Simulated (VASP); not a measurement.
A run of VASP 6.6.1:

The input INCAR:

```
SYSTEM = SiC
PREC = Accurate
ENCUT = 520
EDIFF = 1E-6
ISMEAR = -1
SIGMA = 0.05
LREAL = .FALSE.
LASPH = .TRUE.
NELM = 100
ALGO = Normal
ISIF = 2
LWAVE = .FALSE.
LCHARG = .TRUE.
GGA = PE
LELF = .TRUE.
LVHAR = .TRUE.
NBANDS = 26
```

KPOINTS

```
regular mesh
0
G
  10 10 3
  0 0 0
```

The input POSCAR:

```
SiC
1.0
    3.0756941497      0.0000000000      0.0000000000
   -1.5378470748      2.6636292679      0.0000000000
    0.0000000000      0.0000000000     10.0706464800
Si C
4 4
Direct
   -0.0121500000     -0.0206490000      0.1835520000
   -0.0025820000      0.0018400000      0.6876480000
    0.3381010000      0.6729920000      0.4410540000
    0.6703780000      0.3309140000      0.9353530000
   -0.0081960000      0.0040860000      0.0031760000
    0.0062090000      0.0003760000      0.4997050000
    0.3283650000      0.6555110000      0.2492340000
    0.6667050000      0.3285780000      0.7480500000
```

Potentials or basis: VASP PAW PBE potentials, release 64 (Si, C).

Run with:

```sh
$ cat potpaw_PBE.64/Si/POTCAR potpaw_PBE.64/C/POTCAR > POTCAR
$ mpirun -np 1 vasp_std > vasp.out
```

Hardware: 1 thread of Intel(R) Xeon(R) Platinum 8488C (Sapphire Rapids) (shared host).

Estimate the wall time of this run.

It took 2.5 min on 1 thread of Intel(R) Xeon(R) Platinum 8488C (Sapphire Rapids), with other jobs on the host, peak memory 0.36 GiB. Counts: scf iterations 14, k points 152.
